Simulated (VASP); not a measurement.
# Al2Cu in VASP: further runs

Al2Cu is run at these levels: r2SCAN; tasks: single point, relaxation of cell and atoms.

Program: VASP 6.6.1. These are calculated values, not measurements. Logs are shortened: lines on timing, memory, paths and dates and some standing lists are left out, and cuts for length are marked.

**1. The cell of the first run**

It takes space group I4/mmm (No. 139, tetragonal). The conventional cell has a = 4.039 Å, b = 4.039 Å, c = 5.849 Å, α = 90.00°, β = 90.00°, γ = 90.00°. Al (site symmetry -4m2) has 4 Cu at 2.49 Å and 6 Al at 2.86 to 2.92 Å within 3.3 Å. Within 3.3 Å of Cu (site symmetry 4/mmm) lie 8 Al at 2.49 Å.

**2. Single point, r2SCAN (uniaxial strain along c: +2.0 %, then relaxed in part)**

POSCAR reads:

```
Al2Cu
1.0
    2.8562869610      2.8562869610      0.0000000000
   -2.8562869610      2.8562869610      0.0000000000
    0.0000000000      0.0000000000      5.8488299443
Al Cu
4 2
Direct
    0.5000000000      0.0000000000      0.2500000000
    0.0000000000      0.5000000000      0.2500000000
    0.0000000000      0.5000000000      0.7500000000
    0.5000000000      0.0000000000      0.7500000000
    0.0000000000      0.0000000000      0.5000000000
    0.5000000000      0.5000000000      0.0000000000
```

INCAR.step1 reads:

```
PREC = Accurate
ENCUT = 520
ISMEAR = 0
SIGMA = 0.1
LREAL = F
LASPH = T
NELM = 60
NBANDS = 26
GGA = PE
ALGO = Normal
EDIFF = 1E-4
LWAVE = T
LCHARG = F
```

INCAR.step2 reads:

```
PREC = Accurate
ENCUT = 520
EDIFF = 1E-6
ISMEAR = 0
SIGMA = 0.1
LREAL = F
LASPH = T
NELM = 60
ALGO = Normal
ISIF = 2
LWAVE = F
LCHARG = T
METAGGA = R2SCAN
LMIXTAU = T
LELF = T
LVHAR = T
NBANDS = 26
ISTART = 1
```

KPOINTS reads:

```
regular mesh
0
Gamma
  10 10 6
```

Potentials or basis: VASP PAW PBE potentials, release 64 (Al, Cu).

On the command line:

```console
$ cat potpaw_PBE.64/Al/POTCAR potpaw_PBE.64/Cu/POTCAR > POTCAR
$ cp INCAR.step1 INCAR
$ mpirun -np 1 vasp_std > vasp.out
$ cp INCAR.step2 INCAR
$ mpirun -np 1 vasp_std > vasp.out
```

OUTCAR:

```text
PREC = Accurate
   ENCUT = 520
   EDIFF = 1E-6
   ISMEAR = 0
   LREAL = F
   LASPH = T
   NELM = 60
   ISIF = 2
   METAGGA = R2SCAN
   ISTART = 1

 ion  position               nearest neighbor table
   1  0.500  0.000  0.250-   5 2.49   6 2.49   6 2.49   5 2.49   2 2.86   2 2.86   2 2.86   2 2.86
                             4 2.92   4 2.92
   2  0.000  0.500  0.250-   5 2.49   6 2.49   5 2.49   6 2.49   1 2.86   1 2.86   1 2.86   1 2.86
                             3 2.92   3 2.92
   3  0.000  0.500  0.750-   5 2.49   6 2.49   5 2.49   6 2.49   4 2.86   4 2.86   4 2.86   4 2.86
                             2 2.92   2 2.92
   4  0.500  0.000  0.750-   5 2.49   6 2.49   6 2.49   5 2.49   3 2.86   3 2.86   3 2.86   3 2.86
                             1 2.92   1 2.92
   5  0.000  0.000  0.500-   1 2.49   2 2.49   3 2.49   4 2.49   2 2.49   3 2.49   1 2.49   4 2.49

   6  0.500  0.500  0.000-   1 2.49   2 2.49   3 2.49   4 2.49   1 2.49   4 2.49   2 2.49   3 2.49

  LATTYP: Found a simple tetragonal cell.
 ALAT       =     4.0393997583
 C/A-ratio  =     1.4479453123

  Lattice vectors:

 A1 = (   2.8562869610,   2.8562869610,   0.0000000000)
 A2 = (  -2.8562869610,   2.8562869610,   0.0000000000)
 A3 = (   0.0000000000,   0.0000000000,   5.8488299443)

Analysis of symmetry for initial positions (statically):
=====================================================================
 Subroutine PRICEL returns following result:

  LATTYP: Found a body centered tetragonal cell.
 ALAT       =     4.0393997583
 C/A-ratio  =     1.4479453123

  Lattice vectors:

 A1 = (   2.8562869610,   0.0000000000,  -2.9244149722)
 A2 = (  -2.8562869610,   0.0000000000,  -2.9244149721)
 A3 = (   0.0000000000,   2.8562869610,   2.9244149721)

   2 primitive cells build up your supercell.

 Routine SETGRP: Setting up the symmetry group for a
 simple tetragonal supercell.

 Subroutine GETGRP returns: Found 16 space group operations
 (whereof 16 operations were pure point group operations)
 out of a pool of 16 trial point group operations.

The static configuration has the point symmetry D_4h.

Analysis of symmetry for dynamics (positions and initial velocities):
=====================================================================
 Subroutine PRICEL returns following result:

  LATTYP: Found a body centered tetragonal cell.
 ALAT       =     4.0393997583
 C/A-ratio  =     1.4479453123

  Lattice vectors:

 A1 = (   2.8562869610,   0.0000000000,  -2.9244149722)
 A2 = (  -2.8562869610,   0.0000000000,  -2.9244149721)
 A3 = (   0.0000000000,   2.8562869610,   2.9244149721)

   2 primitive cells build up your supercell.

 Routine SETGRP: Setting up the symmetry group for a
 simple tetragonal supercell.

 Subroutine GETGRP returns: Found 16 space group operations
 (whereof 16 operations were pure point group operations)
 out of a pool of 16 trial point group operations.

The dynamic configuration has the point symmetry D_4h.

 Subroutine INISYM returns: Found 16 space group operations
 (whereof 16 operations are pure point group operations),
 and found     2 'primitive' translations

----------------------------------------------------------------------------------------

                                     Primitive cell

  volume of cell :      47.7169

  direct lattice vectors                    reciprocal lattice vectors
     2.856286961  0.000000000 -2.924414972     0.175052439  0.175052439 -0.170974367
    -2.856286961  0.000000000 -2.924414972    -0.175052439  0.175052439 -0.170974367
     0.000000000  2.856286961  2.924414972     0.000000000  0.350104879  0.000000000

  length of vectors
     4.087857401  4.087857401  4.087857401     0.300863669  0.300863669  0.350104879

  position of ions in fractional coordinates (direct lattice)
     0.250000000  0.750000000  0.500000000
     0.750000000  0.250000000  0.500000000
     0.500000000  0.500000000  0.000000000

  ion indices of the primitive-cell ions
   primitive index   ion index
                 1           1
                 2           4
                 3           5

----------------------------------------------------------------------------------------

 KPOINTS: regular mesh

Automatic generation of k-mesh.
 Grid dimensions read from file:
 generate k-points for:   10   10    6

 Generating k-lattice:

  Cartesian coordinates                     Fractional coordinates (reciprocal lattice)
     0.017505244  0.017505244  0.000000000     0.100000000  0.000000000  0.000000000
    -0.017505244  0.017505244  0.000000000     0.000000000  0.100000000  0.000000000
     0.000000000  0.000000000  0.028495728     0.000000000  0.000000000  0.166666667

  Length of vectors
     0.024756153  0.024756153  0.028495728

  Shift w.r.t. Gamma in fractional coordinates (k-lattice)
     0.000000000  0.000000000  0.000000000

 Subroutine IBZKPT returns following result:
 ===========================================

 Found     84 irreducible k-points:

 Following reciprocal coordinates:
            Coordinates               Weight
  0.000000  0.000000  0.000000      1.000000
  0.100000  0.000000  0.000000      4.000000
  0.200000  0.000000  0.000000      4.000000
  0.300000  0.000000  0.000000      4.000000
  0.400000  0.000000  0.000000      4.000000
  0.500000  0.000000  0.000000      2.000000
[... 16 lines left out ...]
  0.100000  0.000000  0.166667      8.000000
  0.200000  0.000000  0.166667      8.000000
 [... further k-points ...]
   k-points           NKPTS =     84   k-points in BZ     NKDIM =     84   number of bands    NBANDS=     26
   number of dos      NEDOS =    301   number of ions     NIONS =      6
   total plane-waves  NPLWV =  43200
   dimension x,y,z NGX =    30 NGY =   30 NGZ =   48
   dimension x,y,z NGXF=    60 NGYF=   60 NGZF=   96
   ions per type =               4   2
   NGX,Y,Z   is equivalent  to a cutoff of  12.35, 12.35, 13.64 a.u.
   NGXF,Y,Z  is equivalent  to a cutoff of  24.69, 24.69, 27.29 a.u.
 SYSTEM =  unknown system
   PREC   = accura    normal or accurate (medium, high low for compatibility)
   ISTART =      1    job   : 0-new  1-cont  2-samecut
   ICHARG =      0    charge: 1-file 2-atom 10-const
   ISPIN  =      1    spin polarized calculation?
   LNONCOLLINEAR =      F non collinear calculations
   LSORBIT =      F    spin-orbit coupling
   LASPH  =      T    aspherical Exc in radial PAW
   ENCUT  =  520.0 eV  38.22 Ry    6.18 a.u.   7.51  7.51 10.87*2*pi/ulx,y,z
   NELM   =     60;   NELMIN=  2; NELMDL=  0     # of ELM steps
   EDIFF  = 0.1E-05   stopping-criterion for ELM
   LREAL  =      F    real-space projection
   EDIFFG = 0.1E-04   stopping-criterion for IOM
   NSW    =      0    number of steps for IOM
   IBRION =     -1    ionic relax: 0-MD 1-quasi-New 2-CG
   NFREE  =      0    steps in history (QN), initial steepest desc. (CG)
   ISIF   =      2    stress and relaxation
   ISYM   =      2    0-nonsym 1-usesym 2-fastsym
   POTIM  = 0.5000    time-step for ionic-motion
   TEBEG  =    0.0;   TEEND  =   0.0 temperature during run
   PSTRESS=    0.0 pullay stress
   NELECT =      34.0000    total number of electrons
   NUPDOWN=      -1.0000    fix difference up-down
   EMIN   =  10.00;   EMAX   =-10.00  energy-range for DOS
   EFERMI =   0.00;   METHOD = LEGACY
   ISMEAR =     0;   SIGMA  =   0.10  broadening in eV -4-tet -1-fermi 0-gaus
   EFERMI_NEDOS =   21; number of points for ismear=-14 and -15
   IALGO  =     38    algorithm
   IMIX   =      4    mixing-type and parameters
     AMIX     =   0.40;   BMIX     =  1.00
     AMIX_MAG =   1.60;   BMIX_MAG =  1.00
  volume/ion in A,a.u.               =      15.91       107.34
  Fermi-wavevector in a.u.,A,eV,Ry     =   1.160558  2.193137 18.325623  1.346895
  Thomas-Fermi vector in A             =   2.297139
   LORBIT       =      0    0 simple, 1 ext, 2 COOP (PROOUT), +10 PAW based schemes
   METAGGA = R2SCAN    functional components
   LHFCALC =     F    Hartree Fock is set to
   AEXX    =    0.0000 exact exchange contribution
   IVDW    =     0    specifies the selected vdW correction
   LEPSILON=     F    determine dielectric tensor
   LRPA    =     F    only Hartree local field effects (RPA)
 non-spin polarized calculation
 Gauss-broadening in eV      SIGMA  =   0.10
  energy-cutoff  :      520.00
  volume of cell :       95.43
 maximum number of plane-waves:      2614
   NGX = 15   NGY = 15   NGZ = 21

 number of electron      33.9999992 magnetization

 Free energy of the ion-electron system (eV)
  ---------------------------------------------------
  ext. energy  EPLUGINS =         0.00000000
  ---------------------------------------------------
  free energy    TOTEN  =       -49.81896560 eV

  energy without entropy =      -49.80983663  energy(sigma->0) =      -49.81440112

 E-fermi :   6.9682     XC(G=0): -11.1720

 val. band max:        6.9645102950   @ k =   0.1000   0.1000   0.5000
 cond. band min:       6.9857918280   @ k =   0.4000   0.1000   0.3333
 fundamental gap:      0.0212815330
 Fermi energy:         6.9682382057

 k-point     1 :       0.0000    0.0000    0.0000
  band No.  band energies     occupation
      1      -3.7919      2.00000
      2       0.3252      2.00000
      3       0.7791      2.00000
      4       1.7134      2.00000
      5       2.2162      2.00000
      6       2.2162      2.00000
[... 18 lines left out ...]
     25      13.9405      0.00000
     26      14.5173      0.00000

 k-point     2 :       0.1000    0.0000    0.0000
  band No.  band energies     occupation
      1      -3.6961      2.00000
      2       0.3891      2.00000
      3       0.8562      2.00000
      4       1.6673      2.00000
      5       2.1847      2.00000
      6       2.2322      2.00000
[... 18 lines left out ...]
     25      13.3368      0.00000
     26      13.7088      0.00000

 k-point     3 :       0.2000    0.0000    0.0000
  band No.  band energies     occupation
      1      -3.4100      2.00000
      2       0.5722      2.00000
      3       0.9867      2.00000
      4       1.4769      2.00000
      5       2.0922      2.00000
      6       2.2777      2.00000
[... 18 lines left out ...]
     25      12.8875      0.00000
     26      13.8286      0.00000

 k-point     4 :       0.3000    0.0000    0.0000
  band No.  band energies     occupation
      1      -2.9376      2.00000
      2       0.4271      2.00000
      3       0.8474      2.00000
      4       1.6371      2.00000
      5       1.9429      2.00000
      6       2.3066      2.00000
[... 18 lines left out ...]
     25      12.9977      0.00000
     26      13.2558      0.00000

 k-point     5 :       0.4000    0.0000    0.0000
  band No.  band energies     occupation
      1      -2.2875      2.00000
      2      -0.5371      2.00000
      3       1.1673      2.00000
      4       1.7380      2.00000
      5       1.9981      2.00000
      6       2.2896      2.00000
[... 18 lines left out ...]
     25      13.5651      0.00000
     26      14.6530      0.00000

 k-point     6 :       0.5000    0.0000    0.0000
  band No.  band energies     occupation
      1      -1.4756      2.00000
      2      -1.4756      2.00000
      3       1.4764      2.00000
      4       1.4764      2.00000
      5       2.2055      2.00000
      6       2.2055      2.00000
[... 427 lines left out ...]
 k-point    21 :       0.5000    0.5000    0.0000
  band No.  band energies     occupation
      1       0.6261      2.00000
      2       0.6261      2.00000
      3       0.8311      2.00000
      4       0.8311      2.00000
      5       1.6215      2.00000
      6       1.6215      2.00000
[... 18 lines left out ...]
     25      17.8524      0.00000
     26      17.8524      0.00000

 k-point    22 :       0.0000    0.0000    0.1667
  band No.  band energies     occupation
      1      -3.6649      2.00000
      2      -0.7186      2.00000
      3       1.7488      2.00000
      4       1.7564      2.00000
      5       2.2039      2.00000
      6       2.2369      2.00000
[... 18 lines left out ...]
     25      12.6617      0.00000
     26      14.8781      0.00000

 k-point    23 :       0.1000    0.0000    0.1667
  band No.  band energies     occupation
      1      -3.5695      2.00000
      2      -0.6375      2.00000
      3       1.7009      2.00000
      4       1.7984      2.00000
      5       2.1584      2.00000
      6       2.2505      2.00000
[... 18 lines left out ...]
     25      13.3003      0.00000
     26      13.4980      0.00000

 k-point    24 :       0.2000    0.0000    0.1667
  band No.  band energies     occupation
      1      -3.2846      2.00000
      2      -0.4062      2.00000
      3       1.4328      2.00000
      4       1.9083      2.00000
      5       2.0487      2.00000
      6       2.2886      2.00000
[... 18 lines left out ...]
     25      13.0402      0.00000
     26      13.4339      0.00000

 [... further k-points ...]

------------------------ aborting loop because EDIFF is reached ----------------------------------------

  FORCE on cell =-STRESS in cart. coord.  units (eV):
  Direction    XX          YY          ZZ          XY          YZ          ZX
  --------------------------------------------------------------------------------------
  -------------------------------------------------------------------------------------
  Total       -0.0866706     -0.0866706     -2.2146434      0.0000000     -0.0000000     -0.0000000
  in kB       -1.4550565     -1.4550565    -37.1802007      0.0000000     -0.0000000     -0.0000000
  external PRESSURE =     -13.3634379 kB  Pullay stress =       0.0000000 kB

 VOLUME and BASIS-vectors are now :
 -----------------------------------------------------------------------------
  energy-cutoff  :      520.00
  volume of cell :       95.43
      direct lattice vectors                 reciprocal lattice vectors
     2.856286961  2.856286961  0.000000000     0.175052439  0.175052439  0.000000000
    -2.856286961  2.856286961  0.000000000    -0.175052439  0.175052439  0.000000000
     0.000000000  0.000000000  5.848829944     0.000000000  0.000000000  0.170974367

 POSITION                                       TOTAL-FORCE (eV/Angst)
 -----------------------------------------------------------------------------------
      1.42814      1.42814      1.46221        -0.000000      0.000000      0.000000
     -1.42814      1.42814      1.46221        -0.000000      0.000000      0.000000
     -1.42814      1.42814      4.38662        -0.000000     -0.000000     -0.000000
      1.42814      1.42814      4.38662        -0.000000      0.000000     -0.000000
      0.00000      0.00000      2.92441        -0.000000      0.000000      0.000000
      0.00000      2.85629      0.00000         0.000000     -0.000000      0.000000
 -----------------------------------------------------------------------------------
    total drift:                               -0.000000      0.000000     -0.000000

  FREE ENERGIE OF THE ION-ELECTRON SYSTEM (eV)
  ---------------------------------------------------
  free  energy   TOTEN  =       -49.8189656040 eV

  energy  without entropy=      -49.8098366315  energy(sigma->0) =      -49.81440112
```

It took 23 min on 1 thread of Intel Xeon 8259CL, shared host; peak memory 0.33 GiB.

Results:

- Free energy: -49.8190 eV
- Pressure: -1.3 GPa
- Band gap on the k mesh: zero (bands 17 and 18 overlap by 4.44 eV)

Levels at points of the mesh, in eV from the Fermi level:
```
           k point  band 14  band 15  band 16  band 17  band 18  band 19  band 20  band 21
(0.00, 0.00, 0.00)    -2.04    -2.04     0.68     1.83     2.86     2.95     2.95     3.06
(0.50, 0.00, 0.00)    -3.07    -2.88    -2.88     0.43     0.43     2.84     2.84     4.57
(0.50, 0.50, 0.00)    -3.88    -2.29    -2.29    -2.12    -2.12     0.39     0.39     1.69
(0.00, 0.00, 0.50)    -0.76    -0.55    -0.55    -0.55    -0.55     1.39     1.39     2.80
(0.50, 0.00, 0.50)    -4.09     0.46     0.46     0.69     0.69     2.95     2.95     3.13
(0.50, 0.50, 0.50)    -3.73    -3.73    -3.73    -2.61    -2.61     4.22     4.22     4.22
```

Caveat: the cell differs from its parent crystal (uniaxial strain along c: +2.0 %, then relaxed in part); the PAW data sets were made with another functional, which shifts forces and pressure a little.

**3. Single point, r2SCAN**

This run uses another cell than the first one: it holds 3 atoms, not 6.

POSCAR reads:

```
Al2Cu
1.0
   -2.0273575168      2.0273575168      2.8669875134
    2.0273575168     -2.0273575168      2.8669875134
    2.0273575168      2.0273575168     -2.8669875134
Al Cu
2 1
Direct
    0.7500000000      0.2500000000      0.5000000000
    0.2500000000      0.7500000000      0.5000000000
    0.5000000000      0.5000000000      0.0000000000
```

INCAR.step1 reads:

```
PREC     = Accurate       # precision mode
ENCUT    = 520            # plane-wave cutoff, eV
ISMEAR   = 0              # smearing method
SIGMA    = 0.15           # smearing width, eV
LREAL    = False          # projectors in reciprocal space
LASPH    = True           # aspherical terms in the spheres
NELM     = 100            # most SCF steps
NBANDS   = 16             # bands
GGA      = PE             # functional
ALGO     = Normal         # electronic algorithm
EDIFF    = 1E-4           # SCF threshold, eV
LWAVE    = True           # write WAVECAR
LCHARG   = False          # write CHGCAR
```

INCAR.step2 reads:

```
PREC     = Accurate       # precision mode
ENCUT    = 520            # plane-wave cutoff, eV
EDIFF    = 1E-6           # SCF threshold, eV
ISMEAR   = 0              # smearing method
SIGMA    = 0.15           # smearing width, eV
LREAL    = False          # projectors in reciprocal space
LASPH    = True           # aspherical terms in the spheres
NELM     = 100            # most SCF steps
ALGO     = Normal         # electronic algorithm
ISIF     = 2              # what is computed and relaxed
LWAVE    = False          # write WAVECAR
LCHARG   = False          # write CHGCAR
METAGGA  = R2SCAN         # meta-GGA
LMIXTAU  = True         
NBANDS   = 16             # bands
ISTART   = 1
```

KPOINTS reads:

```
Automatic mesh
0
Gamma
  16 16 16
```

Potentials or basis: VASP PAW PBE potentials, release 64 (Al, Cu).

On the command line:

```console
$ cat potpaw_PBE.64/Al/POTCAR potpaw_PBE.64/Cu/POTCAR > POTCAR
$ cp INCAR.step1 INCAR
$ mpirun -np 1 vasp_std > vasp.out
$ cp INCAR.step2 INCAR
$ mpirun -np 1 vasp_std > vasp.out
```

Run time: 17 min. Hardware: 1 thread of Oxide Virtual Turin-like, shared host; peak memory 0.34 GiB.

It converged, with:

```
Free energy            : -24.9204 eV
Pressure               : -0.1 GPa
Band gap on the k mesh : zero (an odd number of electrons rules out a gap without spin polarisation)
```

Levels at points of the mesh, in eV from the Fermi level:
```csv
k point,band 7,band 8,band 9,band 10,band 11,band 12
"(0.00, 0.00, 0.00)",3.04,3.04,3.04,3.13,3.13,3.13
"(0.50, 0.00, 0.00)",-4.10,0.62,0.62,3.13,3.13,4.30
"(0.50, 0.50, 0.00)",-3.90,-2.13,-2.13,0.58,1.78,9.49
"(0.50, 0.50, 0.50)",-3.90,-2.13,-2.13,0.58,1.78,9.49
```

Caveat: the PAW data sets were made with another functional, which shifts forces and pressure a little.

[end of part 1 of 2]

The gap in the log of VASP goes by the Fermi energy; the results here count the filled bands.